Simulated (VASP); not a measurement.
The system is Ge.

```
CELL_PARAMETERS angstrom
0.00000 2.79068 2.79068
2.79068 0.00000 2.79068
2.79068 2.79068 0.00000
ATOMIC_POSITIONS crystal
Ge 0.75000 0.75000 0.75000
Ge 0.50000 0.50000 0.50000
```

Base run:

- Program: VASP 6.6.1
- Functional: r2SCAN
- Dispersion: rVV10
- Potentials or basis: VASP PAW PBE potentials, release 64 (Ge_d)
- Cutoff: 520 eV
- k mesh: 8 × 8 × 8
- Occupations: fermi-dirac, width 0.05 eV
- Spin: no spin polarisation

Its results: band gap on the k mesh 0.56 eV, indirect (least direct gap 0.81 eV); pressure 3.2 GPa.

After a change of settings the same cell gave: band gap on the k mesh 0.58 eV, indirect (least direct gap 0.80 eV); pressure 4.0 GPa. Which change was it?
A. dispersion from rVV10 to none
B. functional from r2SCAN to PBEsol; dispersion from rVV10 to none
C. functional from r2SCAN to RPBE; dispersion from rVV10 to D3(BJ)
D. functional from r2SCAN to PBE; dispersion from rVV10 to none

A.

Dispersion adds attraction, which lowers the pressure at fixed volume.

Caveats: the PAW data sets were made with another functional, which shifts forces and pressure a little.
